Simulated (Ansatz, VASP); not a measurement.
# Two plane-wave programs on HfPb4O

```
Hf Pb O
1.0
     0.00000    4.84345    4.84345
     4.84345    0.00000    4.84345
     4.84345    4.84345    0.00000
Hf Pb O
1 4 1
Cartesian
  0.0000 0.0000 0.0000
  3.5492 6.1377 6.1377
  3.5492 3.5492 3.5492
  6.1377 3.5492 6.1377
  6.1377 6.1377 3.5492
  4.8434 4.8434 4.8434
```

Change from the starting cell: species swapped into the LiBH4 type (F-43m, No. 216).

Alike in both runs: functional PBE; k mesh 4 × 4 × 4; occupations gaussian, width 0.1 eV; no spin polarisation.

Ansatz relaxed the structure, and its values are those at the end. VASP's run is a single point on that final structure, the one shown.

|  | VASP | Ansatz |
| --- | --- | --- |
| version | VASP 6.6.1 | Ansatz 0.2.0 |
| potentials or method | VASP PAW PBE potentials, release 64 (Hf_pv, Pb_d, O), cutoff 520 eV | scalar-relativistic, plane waves, PAW |
| valence electrons in the cell | 72 | 88 |

```csv
,VASP,Ansatz,Ansatz less VASP
gap on the k mesh at the Fermi level (eV),none,none,-
pressure (GPa),-0.1,-0.1,+0.03
rms of the force components (eV/Å),0.018,0.007,-0.0110
```

A gap of «none» marks a metal or a gap that the smearing closes. VASP's potentials hold 72 valence electrons a cell and Ansatz's 88, so a difference there can come from the potentials and not from the codes.

Spin-orbit coupling is off throughout.
